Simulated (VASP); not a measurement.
## Ge: single point with LDA

Ge:

```
Ge
1.0
     0.00000    2.84674    5.04653
     2.59495    0.00000    5.04653
     2.59495    2.84674    0.00000
Ge
4
Direct
  0.72649 0.27351 0.72649
  0.27351 0.72649 0.27351
  0.21813 0.21813 0.78187
  0.78187 0.78187 0.21813
```

* Program: VASP 6.6.1
* Task: single point
* Functional: LDA
* Potentials or basis: VASP PAW LDA potentials, release 64 (Ge_d)
* Cutoff: 520 eV
* k mesh: 7 × 7 × 7
* Occupations: fermi-dirac, width 0.05 eV
* Spin: no spin polarisation
* Dipole correction: no
* Further INCAR settings: ALGO = Normal; EDIFF = 1e-07; NBANDS = 36

```json
{
  "Pressure": "-2.5 GPa",
  "Largest force": "0.047 eV/Å",
  "Band gap on the k mesh": "zero (bands 28 and 29 overlap by 2.78 eV)"
}
```

Forces in eV/Å, atoms in the order of the input:
```
Ge   0.000 -0.032  0.000
Ge   0.000  0.032  0.000
Ge   0.000  0.000  0.047
Ge   0.000  0.000 -0.047
```

Stress tensor (GPa, compression positive):
```
-3.00  0.00  0.00
 0.00 -1.92  0.00
 0.00  0.00 -2.50
```

Levels at points of the mesh, in eV from the Fermi level:
| k point | band 26 | band 27 | band 28 | band 29 | band 30 | band 31 |
| --- | --- | --- | --- | --- | --- | --- |
| (0.00, 0.00, 0.00) | -2.40 | -2.03 | -1.88 | -1.63 | 2.97 | 3.76 |

Run time: 6 min on 1 thread of Intel Xeon 8259CL (shared host), peak memory 0.26 GiB.
